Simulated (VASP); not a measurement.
Crystal: Ti.

```
Ti
1.0
     0.00000    2.03000    2.03000
     2.03000    0.00000    2.03000
     2.03000    2.03000    0.00000
Ti
1
Direct
  0.00000 0.00000 0.00000
```

| Quantity | Value |
| --- | --- |
| Program | VASP 6.6.1 |
| Task | relaxation of cell and atoms |
| Functional | LDA |
| Potentials or basis | VASP PAW LDA potentials, release 64 (Ti_sv) |
| Cutoff | 600 eV |
| k mesh | 11 × 11 × 11 |
| Occupations | fermi-dirac, width 0.05 eV |
| Spin | no spin polarisation |

At the start: pressure -5.3 GPa; volume 16.73 Å³/atom.

**Question.** How do energy, volume and symmetry change on relaxing?

**Answer.** Over 3 steps the energy falls by 13.0 meV/atom and the volume is 15.97 Å³/atom (-4.5 %); space group Fm-3m (No. 225, to 0.05 Å).

The path:
| step | energy change (eV) | largest force (eV/Å) | pressure (GPa) | volume (Å³) |
| --- | --- | --- | --- | --- |
| 1 | 0.0000 | 0.0000 | -5.27 | 16.73 |
| 2 | -0.0058 | 0.0000 | 4.46 | 15.43 |
| 3 | -0.0130 | 0.0000 | 0.01 | 15.97 |

Final structure:
```
CELL_PARAMETERS angstrom
0.00000 1.99877 1.99877
1.99877 0.00000 1.99877
1.99877 1.99877 0.00000
ATOMIC_POSITIONS crystal
Ti 0.00000 0.00000 0.00000
```
